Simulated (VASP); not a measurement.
# C (Fm-3m) in VASP: a series of runs

Runs on C. Level: LDA. Tasks: single point, relaxation of cell and atoms.

All numbers are computed with VASP 6.6.1; they aren't measurements. Logs are shortened: lines on timing, memory, paths and dates and some standing lists are left out, and cuts for length are marked.

### Step 1. The cell of the first run

The structure is cubic, space group Fm-3m (No. 225). The conventional cell has a = 3.133 Å, b = 3.133 Å, c = 3.133 Å, α = 90.00°, β = 90.00°, γ = 90.00°. Within 2.9 Å of C (site symmetry m-3m) lie 12 C at 2.22 Å.

### Step 2. Single point, LDA (volume scaled by 1.12)

The input, INCAR:

```
PREC = Accurate
ENCUT = 520
EDIFF = 1E-6
ISMEAR = -1
SIGMA = 0.1
LREAL = False
LASPH = True
NELM = 80
ALGO = Normal
ISIF = 2
LWAVE = False
LCHARG = False
GGA = CA
NBANDS = 8
```

The input, KPOINTS:

```
Automatic mesh
0
Gamma
  20 20 20
```

The input, POSCAR:

```
C
1.0
    0.0000000000      1.5663089242      1.5663089242
    1.5663089242      0.0000000000      1.5663089242
    1.5663089242      1.5663089242      0.0000000000
C
1
Direct
    0.0000000000      0.0000000000      0.0000000000
```

Potentials or basis: VASP PAW LDA potentials, release 64 (C).

Started as:

```console
$ cat potpaw_LDA.64/C/POTCAR > POTCAR
$ mpirun -np 1 vasp_std > vasp.out
```

OUTCAR:

```text
PREC = Accurate
   ENCUT = 520
   EDIFF = 1E-6
   ISMEAR = -1
   LREAL = False
   LASPH = True
   NELM = 80
   ISIF = 2
   GGA = CA

 ion  position               nearest neighbor table
   1  0.000  0.000  0.000-

  LATTYP: Found a face centered cubic cell.
 ALAT       =     3.1326178484

  Lattice vectors:

 A1 = (   0.0000000000,   1.5663089242,   1.5663089242)
 A2 = (   1.5663089242,   0.0000000000,   1.5663089242)
 A3 = (   1.5663089242,   1.5663089242,   0.0000000000)

Analysis of symmetry for initial positions (statically):
=====================================================================
 Subroutine PRICEL returns:
 Original cell was already a primitive cell.

 Routine SETGRP: Setting up the symmetry group for a
 face centered cubic supercell.

 Subroutine GETGRP returns: Found 48 space group operations
 (whereof 48 operations were pure point group operations)
 out of a pool of 48 trial point group operations.

The static configuration has the point symmetry O_h .

Analysis of symmetry for dynamics (positions and initial velocities):
=====================================================================
 Subroutine PRICEL returns:
 Original cell was already a primitive cell.

 Routine SETGRP: Setting up the symmetry group for a
 face centered cubic supercell.

 Subroutine GETGRP returns: Found 48 space group operations
 (whereof 48 operations were pure point group operations)
 out of a pool of 48 trial point group operations.

The dynamic configuration has the point symmetry O_h .

 Subroutine INISYM returns: Found 48 space group operations
 (whereof 48 operations are pure point group operations),
 and found     1 'primitive' translations

----------------------------------------------------------------------------------------

                                     Primitive cell

  volume of cell :       7.6853

  direct lattice vectors                    reciprocal lattice vectors
     0.000000000  1.566308924  1.566308924    -0.319221829  0.319221829  0.319221829
     1.566308924  0.000000000  1.566308924     0.319221829 -0.319221829  0.319221829
     1.566308924  1.566308924  0.000000000     0.319221829  0.319221829 -0.319221829

  length of vectors
     2.215095323  2.215095323  2.215095323     0.552908427  0.552908427  0.552908427

  position of ions in fractional coordinates (direct lattice)
     0.000000000  0.000000000  0.000000000

  ion indices of the primitive-cell ions
   primitive index   ion index
                 1           1

----------------------------------------------------------------------------------------

 KPOINTS: Automatic mesh

Automatic generation of k-mesh.
 Grid dimensions read from file:
 generate k-points for:   20   20   20

 Generating k-lattice:

  Cartesian coordinates                     Fractional coordinates (reciprocal lattice)
    -0.015961091  0.015961091  0.015961091     0.050000000  0.000000000  0.000000000
     0.015961091 -0.015961091  0.015961091     0.000000000  0.050000000  0.000000000
     0.015961091  0.015961091 -0.015961091     0.000000000  0.000000000  0.050000000

  Length of vectors
     0.027645421  0.027645421  0.027645421

  Shift w.r.t. Gamma in fractional coordinates (k-lattice)
     0.000000000  0.000000000  0.000000000

 Subroutine IBZKPT returns following result:
 ===========================================

 Found    256 irreducible k-points:

 Following reciprocal coordinates:
            Coordinates               Weight
  0.000000  0.000000  0.000000      1.000000
  0.050000  0.000000  0.000000      8.000000
  0.100000  0.000000  0.000000      8.000000
  0.150000  0.000000  0.000000      8.000000
  0.200000  0.000000  0.000000      8.000000
  0.250000  0.000000  0.000000      8.000000
[... 16 lines left out ...]
 -0.400000  0.050000  0.000000     24.000000
 -0.350000  0.050000  0.000000     24.000000
 [... further k-points ...]
   k-points           NKPTS =    256   k-points in BZ     NKDIM =    256   number of bands    NBANDS=      8
   number of dos      NEDOS =    301   number of ions     NIONS =      1
   total plane-waves  NPLWV =   4096
   dimension x,y,z NGX =    16 NGY =   16 NGZ =   16
   dimension x,y,z NGXF=    32 NGYF=   32 NGZF=   32
   ions per type =               1
   NGX,Y,Z   is equivalent  to a cutoff of  12.01, 12.01, 12.01 a.u.
   NGXF,Y,Z  is equivalent  to a cutoff of  24.02, 24.02, 24.02 a.u.
 SYSTEM =  unknown system
   PREC   = accura    normal or accurate (medium, high low for compatibility)
   ISTART =      0    job   : 0-new  1-cont  2-samecut
   ICHARG =      2    charge: 1-file 2-atom 10-const
   ISPIN  =      1    spin polarized calculation?
   LNONCOLLINEAR =      F non collinear calculations
   LSORBIT =      F    spin-orbit coupling
   LASPH  =      T    aspherical Exc in radial PAW
   ENCUT  =  520.0 eV  38.22 Ry    6.18 a.u.   4.12  4.12  4.12*2*pi/ulx,y,z
   NELM   =     80;   NELMIN=  2; NELMDL= -5     # of ELM steps
   EDIFF  = 0.1E-05   stopping-criterion for ELM
   LREAL  =      F    real-space projection
   EDIFFG = 0.1E-04   stopping-criterion for IOM
   NSW    =      0    number of steps for IOM
   IBRION =     -1    ionic relax: 0-MD 1-quasi-New 2-CG
   NFREE  =      0    steps in history (QN), initial steepest desc. (CG)
   ISIF   =      2    stress and relaxation
   ISYM   =      2    0-nonsym 1-usesym 2-fastsym
   POTIM  = 0.5000    time-step for ionic-motion
   TEBEG  =    0.0;   TEEND  =   0.0 temperature during run
   PSTRESS=    0.0 pullay stress
   NELECT =       4.0000    total number of electrons
   NUPDOWN=      -1.0000    fix difference up-down
   EMIN   =  10.00;   EMAX   =-10.00  energy-range for DOS
   EFERMI =   0.00;   METHOD = LEGACY
   ISMEAR =    -1;   SIGMA  =   0.10  broadening in eV -4-tet -1-fermi 0-gaus
   EFERMI_NEDOS =   21; number of points for ismear=-14 and -15
   IALGO  =     38    algorithm
   IMIX   =      4    mixing-type and parameters
     AMIX     =   0.40;   BMIX     =  1.00
     AMIX_MAG =   1.60;   BMIX_MAG =  1.00
  volume/ion in A,a.u.               =       7.69        51.86
  Fermi-wavevector in a.u.,A,eV,Ry     =   1.316863  2.488511 23.594262  1.734129
  Thomas-Fermi vector in A             =   2.446945
   LORBIT       =      0    0 simple, 1 ext, 2 COOP (PROOUT), +10 PAW based schemes
   GGA     = CA    functional components
   LHFCALC =     F    Hartree Fock is set to
   AEXX    =    0.0000 exact exchange contribution
   IVDW    =     0    specifies the selected vdW correction
   LEPSILON=     F    determine dielectric tensor
   LRPA    =     F    only Hartree local field effects (RPA)
 non-spin polarized calculation
  energy-cutoff  :      520.00
  volume of cell :        7.69
 maximum number of plane-waves:       216
   NGX =  9   NGY =  9   NGZ =  9

 number of electron       4.0000000 magnetization

 Free energy of the ion-electron system (eV)
  ---------------------------------------------------
  ext. energy  EPLUGINS =         0.00000000
  ---------------------------------------------------
  free energy    TOTEN  =        -5.47980276 eV

  energy without entropy =       -5.46670008  energy(sigma->0) =       -5.47325142

 E-fermi :   6.9065     XC(G=0): -12.5785

 val. band max:        6.9054787425   @ k =  -0.4500   0.4000   0.1000
 cond. band min:       6.9326301593   @ k =  -0.4500   0.3500   0.1000
 fundamental gap:      0.0271514168
 Fermi energy:         6.9065094482

 k-point     1 :       0.0000    0.0000    0.0000
  band No.  band energies     occupation
      1     -11.0481      2.00000
      2      14.4126      0.00000
      3      14.4126      0.00000
      4      14.4126      0.00000
      5      36.2980      0.00000
      6      36.2980      0.00000
      7      36.2980      0.00000
      8      36.5083      0.00000

 k-point     2 :       0.0500    0.0000    0.0000
  band No.  band energies     occupation
      1     -10.9521      2.00000
      2      14.1316      0.00000
      3      14.3643      0.00000
      4      14.3643      0.00000
      5      35.2814      0.00000
      6      36.4401      0.00000
      7      36.4401      0.00000
      8      36.4786      0.00000

 k-point     3 :       0.1000    0.0000    0.0000
  band No.  band energies     occupation
      1     -10.6646      2.00000
      2      13.3047      0.00000
      3      14.2268      0.00000
      4      14.2268      0.00000
      5      33.7183      0.00000
      6      36.3849      0.00000
      7      36.8017      0.00000
      8      36.8017      0.00000

 k-point     4 :       0.1500    0.0000    0.0000
  band No.  band energies     occupation
      1     -10.1860      2.00000
      2      11.9974      0.00000
      3      14.0230      0.00000
      4      14.0230      0.00000
      5      32.4613      0.00000
      6      36.2221      0.00000
      7      37.1503      0.00000
      8      37.1503      0.00000

 k-point     5 :       0.2000    0.0000    0.0000
  band No.  band energies     occupation
      1      -9.5179      2.00000
      2      10.3142      0.00000
      3      13.7795      0.00000
      4      13.7795      0.00000
      5      31.6064      0.00000
      6      35.9851      0.00000
      7      37.0921      0.00000
      8      37.0921      0.00000

 k-point     6 :       0.2500    0.0000    0.0000
  band No.  band energies     occupation
      1      -8.6622      2.00000
      2       8.3827      0.00000
      3      13.5281      0.00000
      4      13.5281      0.00000
      5      31.0970      0.00000
      6      35.6851      0.00000
      7      36.5024      0.00000
      8      36.5024      0.00000

 k-point     7 :       0.3000    0.0000    0.0000
  band No.  band energies     occupation
      1      -7.6224      2.00000
      2       6.3222      1.99422
      3      13.2925      0.00000
      4      13.2925      0.00000
      5      30.8395      0.00000
      6      35.3467      0.00000
      7      35.6867      0.00000
      8      35.6867      0.00000

 k-point     8 :       0.3500    0.0000    0.0000
  band No.  band energies     occupation
      1      -6.4033      2.00000
      2       4.2290      2.00000
      3      13.0922      0.00000
      4      13.0922      0.00000
      5      30.7442      0.00000
      6      34.9149      0.00000
      7      34.9149      0.00000
      8      35.0108      0.00000

 k-point     9 :       0.4000    0.0000    0.0000
  band No.  band energies     occupation
      1      -5.0137      2.00000
      2       2.1754      2.00000
      3      12.9407      0.00000
      4      12.9407      0.00000
      5      30.7362      0.00000
      6      34.3135      0.00000
      7      34.3135      0.00000
      8      34.7256      0.00000

 k-point    10 :       0.4500    0.0000    0.0000
  band No.  band energies     occupation
      1      -3.4754      2.00000
      2       0.2238      2.00000
      3      12.8464      0.00000
      4      12.8464      0.00000
      5      30.7572      0.00000
      6      33.9372      0.00000
      7      33.9372      0.00000
      8      34.5271      0.00000
[... 78 lines left out ...]
 k-point    18 :       0.3500    0.0500    0.0000
  band No.  band energies     occupation
      1      -6.7464      2.00000
      2       4.9900      2.00000
      3      12.7940      0.00000
      4      13.1738      0.00000
      5      30.7408      0.00000
      6      32.9860      0.00000
      7      35.6640      0.00000
      8      36.7984      0.00000

 k-point    19 :       0.4000    0.0500    0.0000
  band No.  band energies     occupation
      1      -5.4135      2.00000
      2       2.9230      2.00000
      3      12.6876      0.00000
      4      12.9275      0.00000
      5      30.7643      0.00000
      6      32.4020      0.00000
      7      34.9533      0.00000
      8      36.5709      0.00000

 k-point    20 :       0.4500    0.0500    0.0000
  band No.  band energies     occupation
      1      -3.9219      2.00000
      2       0.9344      2.00000
      3      12.6531      0.00000
      4      12.7224      0.00000
      5      30.8309      0.00000
      6      32.0194      0.00000
      7      34.4215      0.00000
      8      36.4061      0.00000

 k-point    21 :       0.5000    0.0500    0.0000
  band No.  band energies     occupation
      1      -2.3653      2.00000
      2      -0.8535      2.00000
      3      12.5719      0.00000
      4      12.6910      0.00000
      5      30.8990      0.00000
      6      31.8579      0.00000
      7      34.1140      0.00000
      8      36.3342      0.00000

 k-point    22 :      -0.4500    0.0500    0.0000
  band No.  band energies     occupation
      1      -2.8673      2.00000
      2      -0.3048      2.00000
      3      12.4859      0.00000
      4      12.7970      0.00000
      5      30.9215      0.00000
      6      31.9488      0.00000
      7      34.0538      0.00000
      8      36.3686      0.00000

 k-point    23 :      -0.4000    0.0500    0.0000
  band No.  band energies     occupation
      1      -4.4349      2.00000
      2       1.5850      2.00000
      3      12.4715      0.00000
      4      12.9634      0.00000
      5      30.8890      0.00000
      6      32.2969      0.00000
      7      34.2501      0.00000
      8      36.5044      0.00000

 k-point    24 :      -0.3500    0.0500    0.0000
  band No.  band energies     occupation
      1      -5.8764      2.00000
      2       3.6070      2.00000
      3      12.5311      0.00000
      4      13.1794      0.00000
      5      30.8479      0.00000
      6      32.8603      0.00000
      7      34.6998      0.00000
      8      36.7109      0.00000

 [... further k-points ...]
[... 5 lines left out ...]
  --------------------------------------------------------------------------------------
  -------------------------------------------------------------------------------------
  Total       -0.7895152     -0.7895152     -0.7895152     -0.0000000      0.0000000      0.0000000
  in kB     -164.5920443   -164.5920443   -164.5920443     -0.0000000      0.0000000      0.0000000
  external PRESSURE =    -164.5920443 kB  Pullay stress =       0.0000000 kB

 VOLUME and BASIS-vectors are now :
 -----------------------------------------------------------------------------
  energy-cutoff  :      520.00
  volume of cell :        7.69
      direct lattice vectors                 reciprocal lattice vectors
     0.000000000  1.566308924  1.566308924    -0.319221829  0.319221829  0.319221829
     1.566308924  0.000000000  1.566308924     0.319221829 -0.319221829  0.319221829
     1.566308924  1.566308924  0.000000000     0.319221829  0.319221829 -0.319221829

 POSITION                                       TOTAL-FORCE (eV/Angst)
 -----------------------------------------------------------------------------------
      0.00000      0.00000      0.00000        -0.000000      0.000000     -0.000000
 -----------------------------------------------------------------------------------
    total drift:                                0.000000      0.000000      0.000000

  FREE ENERGIE OF THE ION-ELECTRON SYSTEM (eV)
  ---------------------------------------------------
  free  energy   TOTEN  =        -5.4798027628 eV

  energy  without entropy=       -5.4667000805  energy(sigma->0) =       -5.47325142
```

Run time: 5.6 s. Hardware: 1 thread of Intel Xeon Platinum 8259CL at 2.50GHz (Skylake/Cascade Lake), shared host; peak memory 0.11 GiB.

Results:

```yaml
Free_energy: -5.4798 eV
Pressure: -16.5 GPa
Band_gap_on_the_k_mesh: zero (band 2 reaches 14.41 eV, above the bottom of band 3 at 3.66 eV)
```

Levels at points of the mesh, in eV from the Fermi level:
| k point | band 1 | band 2 | band 3 | band 4 | band 5 | band 6 | band 7 |
| --- | --- | --- | --- | --- | --- | --- | --- |
| (0.00, 0.00, 0.00) | -17.95 | 7.51 | 7.51 | 7.51 | 29.39 | 29.39 | 29.39 |
| (0.50, 0.00, 0.00) | -9.06 | -8.15 | 5.91 | 5.91 | 23.86 | 26.90 | 26.90 |
| (0.50, 0.50, 0.00) | -6.35 | -5.36 | 2.17 | 2.17 | 14.43 | 16.15 | 35.57 |

Caveat: the cell differs from its parent crystal (volume scaled by 1.12).

### Step 3. Relaxation of cell and atoms, LDA

This run uses another cell than the first one, of 6.62 Å³/atom, 0.861 times its volume.

The input, INCAR:

```
SYSTEM = C
PREC     = Accurate       ! precision mode
ENCUT    = 600            ! plane-wave cutoff, eV
EDIFF    = 1E-7           ! SCF threshold, eV
ISMEAR   = -1             ! smearing method
SIGMA    = 0.1            ! smearing width, eV
LREAL    = .FALSE.        ! projectors in reciprocal space
LASPH    = .TRUE.         ! aspherical terms in the spheres
NELM     = 60             ! most SCF steps
ALGO     = Normal         ! electronic algorithm
ISIF     = 3              ! what is computed and relaxed
LWAVE    = .FALSE.        ! write WAVECAR
LCHARG   = .FALSE.        ! write CHGCAR
GGA      = CA             ! functional
IBRION   = 2              ! ionic algorithm
NSW      = 80             ! ionic steps
EDIFFG   = -0.01          ! ionic threshold
```

The input, KPOINTS:

```
regular mesh
0
G
  18 18 18
  0 0 0
```

The input, POSCAR:

```
C
1.0
    0.0000000000      1.4900140304      1.4900140304
    1.4900140304      0.0000000000      1.4900140304
    1.4900140304      1.4900140304      0.0000000000
C
1
Direct
    0.0000000000      0.0000000000      0.0000000000
```

Potentials or basis: VASP PAW LDA potentials, release 64 (C).

Started as:

```console
$ cat potpaw_LDA.64/C/POTCAR > POTCAR
$ mpirun -np 1 vasp_std > vasp.out
```

Wall time 13 s (1 thread of Intel Xeon Platinum 8259CL at 2.50GHz (Skylake/Cascade Lake), shared host); peak memory 0.11 GiB.

The run converged. Its results:

```yaml
Free_energy: -5.5243 eV
Relaxed_volume: 6.87 Å³/atom
Relaxed_cell: a = 2.134 Å, b = 2.134 Å, c = 2.134 Å, α = 60.00°, β = 60.00°, γ = 60.00°
Space_group_after_relaxing_to_0.05_Å: Fm-3m (No. 225)
Energy_gained_by_relaxing: 5.8 meV/atom
Ionic_steps: 3
Pressure_after_relaxing: 0.0 GPa
Band_gap_on_the_k_mesh: zero (band 2 reaches 16.79 eV, above the bottom of band 3 at 5.24 eV)
```

The path:
```tsv
step	energy change (eV)	largest force (eV/Å)	pressure (GPa)	volume (Å³)
1	0.0000	0.0000	7.33	6.62
2	-0.0056	0.0000	-0.91	6.91
3	-0.0058	0.0000	0.01	6.87
```

Final structure:
```
CELL_PARAMETERS angstrom
0.00000 1.50915 1.50915
1.50915 0.00000 1.50915
1.50915 1.50915 0.00000
ATOMIC_POSITIONS crystal
C 0.00000 0.00000 0.00000
```

Levels at points of the mesh, in eV from the Fermi level:
| k point | band 1 | band 2 | band 3 | band 4 | band 5 |
| --- | --- | --- | --- | --- | --- |
| (0.00, 0.00, 0.00) | -19.49 | 8.29 | 8.29 | 8.29 | 30.81 |
| (0.50, 0.00, 0.00) | -9.48 | -9.31 | 6.48 | 6.48 | 25.80 |
| (0.50, 0.50, 0.00) | -7.31 | -5.27 | 2.21 | 2.21 | 15.16 |
